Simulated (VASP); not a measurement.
# As2Se (I4_1/amd) in VASP: a series of runs, part 2 of 3

VASP 6.6.1.

### 3 Single point, PBEsol (volume scaled by 0.97, then relaxed in part)

File INCAR:

```
SYSTEM = As2Se
PREC = Accurate
ENCUT = 520
EDIFF = 1E-6
ISMEAR = 0
SIGMA = 0.1
LREAL = .FALSE.
LASPH = .TRUE.
NELM = 60
ALGO = Normal
ISIF = 2
LWAVE = .FALSE.
LCHARG = .FALSE.
GGA = PS
NBANDS = 25
```

File KPOINTS:

```
regular mesh
0
G
  8 8 8
  0 0 0
```

File POSCAR:

```
As2Se
1.0
   -3.4202227411      3.4202227411      2.6115462917
    3.4202227411     -3.4202227411      2.6115462917
    3.4202227411      3.4202227411     -2.6115462917
As Se
4 2
Direct
    0.8750000000      0.1250000000      0.7500000000
    0.3750000000      0.1250000000      0.2500000000
    0.8750000000      0.6250000000      0.7500000000
    0.8750000000      0.1250000000      0.2500000000
    0.5000000000      0.5000000000      0.0000000000
    0.2500000000      0.7500000000      0.5000000000
```

Potentials or basis: VASP PAW PBE potentials, release 64 (As, Se).

Command:

```
$ cat potpaw_PBE.64/As/POTCAR potpaw_PBE.64/Se/POTCAR > POTCAR
$ mpirun -np 1 vasp_std > vasp.out
```

OUTCAR:

```text
SYSTEM = As2Se
   PREC = Accurate
   ENCUT = 520
   EDIFF = 1E-6
   ISMEAR = 0
   LREAL = .FALSE.
   LASPH = .TRUE.
   NELM = 60
   ISIF = 2
   GGA = PS

 ion  position               nearest neighbor table
   1  0.875  0.125  0.750-   5 2.60   6 2.60   4 2.75   4 2.75   3 2.75   3 2.75
   2  0.375  0.125  0.250-   5 2.60   6 2.60   3 2.75   4 2.75   4 2.75   3 2.75
   3  0.875  0.625  0.750-   5 2.60   6 2.60   1 2.75   2 2.75   1 2.75   2 2.75
   4  0.875  0.125  0.250-   6 2.60   5 2.60   2 2.75   1 2.75   1 2.75   2 2.75
   5  0.500  0.500  0.000-   4 2.60   2 2.60   3 2.60   1 2.60
   6  0.250  0.750  0.500-   1 2.60   2 2.60   3 2.60   4 2.60

  LATTYP: Found a body centered tetragonal cell.
 ALAT       =     6.8404454822
 C/A-ratio  =     0.7635602969

  Lattice vectors:

 A1 = (  -3.4202227411,   3.4202227411,   2.6115462917)
 A2 = (   3.4202227411,  -3.4202227411,   2.6115462917)
 A3 = (   3.4202227411,   3.4202227411,  -2.6115462917)

Analysis of symmetry for initial positions (statically):
=====================================================================
 Subroutine PRICEL returns:
 Original cell was already a primitive cell.

 Routine SETGRP: Setting up the symmetry group for a
 body centered tetragonal supercell.

 Subroutine GETGRP returns: Found 16 space group operations
 (whereof  8 operations were pure point group operations)
 out of a pool of 16 trial point group operations.

The static configuration has the point symmetry D_2d.
 The point group associated with its full space group is D_4h.

Analysis of symmetry for dynamics (positions and initial velocities):
=====================================================================
 Subroutine PRICEL returns:
 Original cell was already a primitive cell.

 Routine SETGRP: Setting up the symmetry group for a
 body centered tetragonal supercell.

 Subroutine GETGRP returns: Found 16 space group operations
 (whereof  8 operations were pure point group operations)
 out of a pool of 16 trial point group operations.

[... 126 lines left out ...]
   IALGO  =     38    algorithm
   IMIX   =      4    mixing-type and parameters
     AMIX     =   0.40;   BMIX     =  1.00
     AMIX_MAG =   1.60;   BMIX_MAG =  1.00
  volume/ion in A,a.u.               =      20.37       137.44
  Fermi-wavevector in a.u.,A,eV,Ry     =   1.047376  1.979254 14.925546  1.096997
  Thomas-Fermi vector in A             =   2.182254
   LORBIT       =      0    0 simple, 1 ext, 2 COOP (PROOUT), +10 PAW based schemes
   GGA     = PS    functional components
   LHFCALC =     F    Hartree Fock is set to
   AEXX    =    0.0000 exact exchange contribution
   IVDW    =     0    specifies the selected vdW correction
   LEPSILON=     F    determine dielectric tensor
   LRPA    =     F    only Hartree local field effects (RPA)
 non-spin polarized calculation
 Gauss-broadening in eV      SIGMA  =   0.10
  energy-cutoff  :      520.00
  volume of cell :      122.20
 maximum number of plane-waves:      3310
 NGX is ok and might be reduce to    42
   NGX = 21   NGY = 21   NGZ = 21

 number of electron      32.0000001 magnetization

 Free energy of the ion-electron system (eV)
  ---------------------------------------------------
  ext. energy  EPLUGINS =         0.00000000
  ---------------------------------------------------
  free energy    TOTEN  =       -27.84679304 eV

  energy without entropy =      -27.83526677  energy(sigma->0) =      -27.84102991

 E-fermi :   5.5382     XC(G=0): -10.4296

 val. band max:        5.5167400185   @ k =   0.5000   0.1250  -0.0000
 cond. band min:       5.5431051334   @ k =   0.5000   0.5000   0.1250
 fundamental gap:      0.0263651148
 Fermi energy:         5.5382080214

 k-point     1 :       0.0000    0.0000    0.0000
  band No.  band energies     occupation
      1     -10.2126      2.00000
      2      -7.6827      2.00000
      3      -5.0498      2.00000
      4      -5.0498      2.00000
      5      -5.0263      2.00000
      6      -3.2858      2.00000
[... 661 lines left out ...]
     24      10.2703      0.00000
     25      11.4537      0.00000

 [... further k-points ...]
[... 5 lines left out ...]
  --------------------------------------------------------------------------------------
  -------------------------------------------------------------------------------------
  Total        2.0096311      2.0096311      1.9983045      0.0000000      0.0000000      0.0000000
  in kB       26.3487743     26.3487743     26.2002693      0.0000000      0.0000000      0.0000000
  external PRESSURE =      26.2992727 kB  Pullay stress =       0.0000000 kB

 VOLUME and BASIS-vectors are now :
 -----------------------------------------------------------------------------
  energy-cutoff  :      520.00
  volume of cell :      122.20
      direct lattice vectors                 reciprocal lattice vectors
    -3.420222741  3.420222741  2.611546292     0.000000000  0.146189309  0.191457452
     3.420222741 -3.420222741  2.611546292     0.146189309  0.000000000  0.191457452
     3.420222741  3.420222741 -2.611546292     0.146189309  0.146189309  0.000000000

 POSITION                                       TOTAL-FORCE (eV/Angst)
 -----------------------------------------------------------------------------------
     -0.00000      5.13033      0.65289        -0.000000      0.000000      0.000000
      0.00000      1.71011      0.65289        -0.000000      0.000000      0.000000
      1.71011      3.42022      1.95866        -0.000000      0.000000      0.000000
     -1.71011      3.42022      1.95866        -0.000000      0.000000      0.000000
      0.00000      0.00000      2.61155         0.000000     -0.000000     -0.000000
      3.42022      0.00000      1.30577        -0.000000      0.000000      0.000000
 -----------------------------------------------------------------------------------
    total drift:                               -0.000000      0.000000     -0.000000

  FREE ENERGIE OF THE ION-ELECTRON SYSTEM (eV)
  ---------------------------------------------------
  free  energy   TOTEN  =       -27.8467930437 eV

  energy  without entropy=      -27.8352667712  energy(sigma->0) =      -27.84102991
```

OSZICAR:

```text
N       E                     dE             d eps       ncg     rms          rms(c)
DAV:   1     0.133263003763E+03    0.13326E+03   -0.12966E+04  2950   0.110E+03
DAV:   2    -0.169647337086E+02   -0.15023E+03   -0.13989E+03  3829   0.174E+02
DAV:   3    -0.277743443864E+02   -0.10810E+02   -0.10491E+02  3830   0.477E+01
DAV:   4    -0.279202156060E+02   -0.14587E+00   -0.14512E+00  3413   0.594E+00
DAV:   5    -0.279216083095E+02   -0.13927E-02   -0.13910E-02  3850   0.549E-01    0.695E+00
DAV:   6    -0.278612633759E+02    0.60345E-01   -0.59742E-02  3537   0.128E+00    0.422E+00
DAV:   7    -0.278472544746E+02    0.14009E-01   -0.50871E-02  3314   0.104E+00    0.581E-01
DAV:   8    -0.278467413539E+02    0.51312E-03   -0.17344E-03  3624   0.272E-01    0.105E-01
DAV:   9    -0.278467929905E+02   -0.51637E-04   -0.69486E-04  3306   0.131E-01    0.363E-02
DAV:  10    -0.278467922343E+02    0.75620E-06   -0.12066E-05  3760   0.212E-02    0.113E-02
DAV:  11    -0.278467930437E+02   -0.80939E-06   -0.41137E-06  3214   0.126E-02
   1 F= -.27846793E+02 E0= -.27841030E+02  d E =-.115263E-01
```

stdout:

```text
POSCAR found type information on POSCAR AsSe
 POSCAR found :  2 types and       6 ions
 scaLAPACK will be used
 -----------------------------------------------------------------------------
|                                                                             |
|                                                                             |
|     You enforced a specific xc type in the INCAR file but a different       |
|     I HOPE YOU KNOW WHAT YOU ARE DOING!                                     |
|                                                                             |
 -----------------------------------------------------------------------------

 LDA part: xc-table for (Slater+PW92), standard interpolation
 POSCAR, INCAR and KPOINTS ok, starting setup
 FFT: planning ... GRIDC
 FFT: planning ... GRID_SOFT
 FFT: planning ... GRID
 WAVECAR not read
 entering main loop
```

It took 3.9 min on 1 thread of AMD EPYC 7R13, shared host; peak memory 0.31 GiB.

Results:

```
Free energy            : -27.8468 eV
Pressure               : 2.6 GPa
Band gap on the k mesh : zero (band 16 reaches 5.80 eV, above the bottom of band 17 at 5.38 eV)
```

Caveat: the cell differs from its parent crystal (volume scaled by 0.97, then relaxed in part); the PAW data sets were made with another functional, which shifts forces and pressure a little.

### 4 Single point, PBEsol

This run uses another cell than the first one, of 21.00 Å³/atom, 1.064 times its volume.

File INCAR:

```
ALGO = Normal ; EDIFF = 1E-7
ENCUT = 520 ; GGA = PS
ISIF = 2 ; ISMEAR = 0
LASPH = True ; LCHARG = False
LREAL = False ; LWAVE = False
NBANDS = 25 ; NELM = 80
PREC = Accurate ; SIGMA = 0.1
```

File KPOINTS:

```
k-points
0
Gamma
  8 8 8
```

Edit POSCAR of step 3 so:

```diff
@@ -2,5 +2,5 @@
 1.0
-   -3.4202227411      3.4202227411      2.6115462917
-    3.4202227411     -3.4202227411      2.6115462917
-    3.4202227411      3.4202227411     -2.6115462917
+   -3.4699915846      3.4699915846      2.6156397677
+    3.4699915846     -3.4699915846      2.6156397677
+    3.4699915846      3.4699915846     -2.6156397677
 As Se
```

Potentials or basis: VASP PAW PBE potentials, release 64 (As, Se).

Command:

```
$ cat potpaw_PBE.64/As/POTCAR potpaw_PBE.64/Se/POTCAR > POTCAR
$ mpirun -np 1 vasp_std > vasp.out
```

OUTCAR:

```text
EDIFF = 1E-7
   ENCUT = 520
   GGA = PS
   ISIF = 2
   ISMEAR = 0
   LASPH = True
   LREAL = False
   NELM = 80
   PREC = Accurate

 ion  position               nearest neighbor table
   1  0.875  0.125  0.750-   5 2.62   6 2.62   4 2.78   4 2.78   3 2.78   3 2.78
   2  0.375  0.125  0.250-   5 2.62   6 2.62   3 2.78   4 2.78   4 2.78   3 2.78
   3  0.875  0.625  0.750-   5 2.62   6 2.62   1 2.78   2 2.78   1 2.78   2 2.78
   4  0.875  0.125  0.250-   6 2.62   5 2.62   2 2.78   1 2.78   1 2.78   2 2.78
   5  0.500  0.500  0.000-   4 2.62   1 2.62   3 2.62   2 2.62
   6  0.250  0.750  0.500-   1 2.62   4 2.62   3 2.62   2 2.62

  LATTYP: Found a body centered tetragonal cell.
 ALAT       =     6.9399831692
 C/A-ratio  =     0.7537885046

  Lattice vectors:

 A1 = (  -3.4699915846,   3.4699915846,   2.6156397677)
 A2 = (   3.4699915846,  -3.4699915846,   2.6156397677)
 A3 = (   3.4699915846,   3.4699915846,  -2.6156397677)

Analysis of symmetry for initial positions (statically):
=====================================================================
[... 179 lines left out ...]
  free energy    TOTEN  =       -27.87962585 eV

  energy without entropy =      -27.86817797  energy(sigma->0) =      -27.87390191

 E-fermi :   5.1878     XC(G=0): -10.2928

 val. band max:        5.1816162035   @ k =   0.5000   0.5000   0.1250
 cond. band min:       5.1915038092   @ k =   0.5000   0.1250  -0.0000
 fundamental gap:      0.0098876058
 Fermi energy:         5.1878389212

 k-point     1 :       0.0000    0.0000    0.0000
  band No.  band energies     occupation
      1     -10.3063      2.00000
      2      -7.9371      2.00000
      3      -5.3324      2.00000
      4      -5.3324      2.00000
      5      -5.2890      2.00000
      6      -3.5944      2.00000
[... 661 lines left out ...]
     24       9.7766      0.00000
     25      11.1119      0.00000

 [... further k-points ...]
[... 5 lines left out ...]
  --------------------------------------------------------------------------------------
  -------------------------------------------------------------------------------------
  Total        0.1485806      0.1485806      0.2290458      0.0000000      0.0000000      0.0000000
  in kB        1.8896355      1.8896355      2.9129845      0.0000000      0.0000000      0.0000000
  external PRESSURE =       2.2307518 kB  Pullay stress =       0.0000000 kB

 VOLUME and BASIS-vectors are now :
 -----------------------------------------------------------------------------
  energy-cutoff  :      520.00
  volume of cell :      125.98
      direct lattice vectors                 reciprocal lattice vectors
    -3.469991585  3.469991585  2.615639768     0.000000000  0.144092568  0.191157822
     3.469991585 -3.469991585  2.615639768     0.144092568  0.000000000  0.191157822
     3.469991585  3.469991585 -2.615639768     0.144092568  0.144092568  0.000000000

 POSITION                                       TOTAL-FORCE (eV/Angst)
 -----------------------------------------------------------------------------------
      0.00000      5.20499      0.65391        -0.000000     -0.000000     -0.000000
     -0.00000      1.73500      0.65391        -0.000000     -0.000000     -0.000000
      1.73500      3.46999      1.96173        -0.000000     -0.000000     -0.000000
     -1.73500      3.46999      1.96173        -0.000000     -0.000000     -0.000000
      0.00000      0.00000      2.61564         0.000000     -0.000000      0.000000
      3.46999     -0.00000      1.30782        -0.000000      0.000000      0.000000
 -----------------------------------------------------------------------------------
    total drift:                               -0.000000      0.000000     -0.000000

  FREE ENERGIE OF THE ION-ELECTRON SYSTEM (eV)
  ---------------------------------------------------
  free  energy   TOTEN  =       -27.8796258535 eV

  energy  without entropy=      -27.8681779719  energy(sigma->0) =      -27.87390191
```

stdout:

```text
POSCAR found type information on POSCAR AsSe
 POSCAR found :  2 types and       6 ions
 scaLAPACK will be used
 -----------------------------------------------------------------------------
|                                                                             |
|                                                                             |
|     You enforced a specific xc type in the INCAR file but a different       |
|     I HOPE YOU KNOW WHAT YOU ARE DOING!                                     |
|                                                                             |
 -----------------------------------------------------------------------------

 LDA part: xc-table for (Slater+PW92), standard interpolation
 POSCAR, INCAR and KPOINTS ok, starting setup
 FFT: planning ... GRIDC
 FFT: planning ... GRID_SOFT
 FFT: planning ... GRID
 WAVECAR not read
 entering main loop
```

Run time: 4.6 min. Hardware: 1 thread of AMD EPYC 7R13, shared host; peak memory 0.32 GiB.

Results:

- Free energy: -27.8796 eV
- Pressure: 0.2 GPa
- Band gap on the k mesh: zero (band 16 reaches 5.46 eV, above the bottom of band 17 at 5.04 eV)

Stress tensor (GPa, compression positive):
```
0.19 0.00 0.00
0.00 0.19 0.00
0.00 0.00 0.29
```

Levels at points of the mesh, in eV from the Fermi level:
| k point | band 12 | band 13 | band 14 | band 15 | band 16 | band 17 | band 18 | band 19 | band 20 | band 21 |
| --- | --- | --- | --- | --- | --- | --- | --- | --- | --- | --- |
| (0.00, 0.00, 0.00) | -3.01 | -3.01 | -2.91 | -2.91 | -1.03 | 2.50 | 3.14 | 3.14 | 3.24 | 4.11 |
| (0.50, 0.00, 0.00) | -2.62 | -1.84 | -1.52 | -0.54 | -0.06 | 0.19 | 0.48 | 1.56 | 2.59 | 3.00 |
| (0.50, 0.50, 0.00) | -2.36 | -1.45 | -1.45 | -1.23 | -1.23 | -0.08 | -0.08 | 1.87 | 1.87 | 3.91 |
| (0.50, 0.50, 0.50) | -2.57 | -0.76 | -0.76 | -0.37 | -0.37 | 0.38 | 0.38 | 0.47 | 0.47 | 2.66 |

Caveat: the PAW data sets were made with another functional, which shifts forces and pressure a little.

(Part 2 of 3 ends here.)
